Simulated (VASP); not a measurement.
Write the native input for VASP 6.6.1 that does the following.

```
Task                   : single point
Functional             : r2SCAN
Potentials or basis    : VASP PAW PBE potentials, release 64 (La, S)
Cutoff                 : 520 eV
k mesh                 : 5 × 5 × 5
Occupations            : fermi-dirac, width 0.15 eV
Spin                   : no spin polarisation
Dipole correction      : no
Further INCAR settings : ALGO = Normal; EDIFF = 1e-06; NBANDS = 16
```

LaS:

```
CELL_PARAMETERS angstrom
0.00000 2.92700 2.92700
2.92700 0.00000 2.92700
2.92700 2.92700 0.00000
ATOMIC_POSITIONS crystal
La 0.00000 0.00000 0.00000
S 0.50000 0.50000 0.50000
```

One way to write it, as run:

POSCAR

```
LaS
1.0
    0.0000000000      2.9270000000      2.9270000000
    2.9270000000      0.0000000000      2.9270000000
    2.9270000000      2.9270000000      0.0000000000
La S
1 1
Direct
    0.0000000000      0.0000000000      0.0000000000
    0.5000000000      0.5000000000      0.5000000000
```

INCAR.step1

```
SYSTEM = LaS
PREC = Accurate
ENCUT = 520
ISMEAR = -1
SIGMA = 0.15
LREAL = .False.
LASPH = .True.
NELM = 100
NBANDS = 16
GGA = PE
ALGO = Normal
EDIFF = 1E-4
LWAVE = .True.
LCHARG = .False.
```

INCAR.step2

```
SYSTEM = LaS
PREC = Accurate
ENCUT = 520
EDIFF = 1E-6
ISMEAR = -1
SIGMA = 0.15
LREAL = .False.
LASPH = .True.
NELM = 100
ALGO = Normal
ISIF = 2
LWAVE = .False.
LCHARG = .False.
METAGGA = R2SCAN
LMIXTAU = .True.
NBANDS = 16
ISTART = 1
```

KPOINTS

```
regular mesh
0
Gamma
  5 5 5
  0 0 0
```

Potentials or basis: VASP PAW PBE potentials, release 64 (La, S).

Launch:

```console
$ cat potpaw_PBE.64/La/POTCAR potpaw_PBE.64/S/POTCAR > POTCAR
$ cp INCAR.step1 INCAR
$ mpirun -np 1 vasp_std > vasp.out
$ cp INCAR.step2 INCAR
$ mpirun -np 1 vasp_std > vasp.out
```

Results of the run:

```
Pressure : 1.4 GPa
```

Caveat: the k points lie up to 0.37 Å⁻¹ apart; the PAW data sets were made with another functional, which shifts forces and pressure a little.

Run time: 77 s on 1 thread of Intel Xeon 8259CL (shared host), peak memory 0.19 GiB.
